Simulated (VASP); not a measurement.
This VASP 6.6.1 run on Ca needs a look.

The input POSCAR:

```
Ca
1.0
   -2.2400000000      2.2400000000      2.2400000000
    2.2400000000     -2.2400000000      2.2400000000
    2.2400000000      2.2400000000     -2.2400000000
Ca
1
Direct
    0.0000000000      0.0000000000      0.0000000000
```

INCAR.step1

```
GGA = PE
ISMEAR = 1
SIGMA = 0.1
LWAVE = False
LCHARG = True
NBANDS = 19
PREC = Accurate
LASPH = True
LREAL = False
ALGO = Normal
EDIFF = 1E-6
NELM = 120
GGA_COMPAT = False
ENCUT = 300
```

File KPOINTS.step1:

```
k-points
0
Gamma
  10 10 10
```

Contents of INCAR.step2:

```
GGA = PE
ISMEAR = -5
LWAVE = False
LCHARG = False
NBANDS = 19
PREC = Accurate
LASPH = True
LREAL = False
ALGO = Normal
EDIFF = 1E-6
NELM = 77
GGA_COMPAT = False
ENCUT = 300
NEDOS = 2001
LORBIT = 11
EMIN = -15.2248
EMAX = 9.7752
ICHARG = 11
```

File KPOINTS.step2:

```
Automatic mesh
0
Gamma
  1 1 1
  0 0 0
```

Potentials or basis: VASP PAW PBE potentials, release 64 (Ca_sv).

Run with:

```console
$ cat potpaw_PBE.64/Ca_sv/POTCAR > POTCAR
$ cp INCAR.step1 INCAR
$ cp KPOINTS.step1 KPOINTS
$ mpirun -np 1 vasp_std > vasp.out
$ cp INCAR.step2 INCAR
$ cp KPOINTS.step2 KPOINTS
$ mpirun -np 1 vasp_std > vasp.out
```

OUTCAR:

```text
GGA = PE
   ISMEAR = -5
   PREC = Accurate
   LASPH = True
   LREAL = False
   EDIFF = 1E-6
   NELM = 77
   ENCUT = 300
   LORBIT = 11
   EMIN = -15.2248
   ICHARG = 11

|       ---->  I REFUSE TO CONTINUE WITH THIS SICK JOB ... BYE!!! <----       |
|                                                                             |
 -----------------------------------------------------------------------------
```

On the terminal:

```text
POSCAR found type information on POSCAR Ca
 POSCAR found :  1 types and       1 ions
[... 17 lines left out ...]

1
```

**Question.** Diagnose the run.

**Answer.** The program refused the input. The input holds a flaw that was put in on purpose: tetrahedra on too few k points (KPAR = left out; k = 1 × 1 × 1).
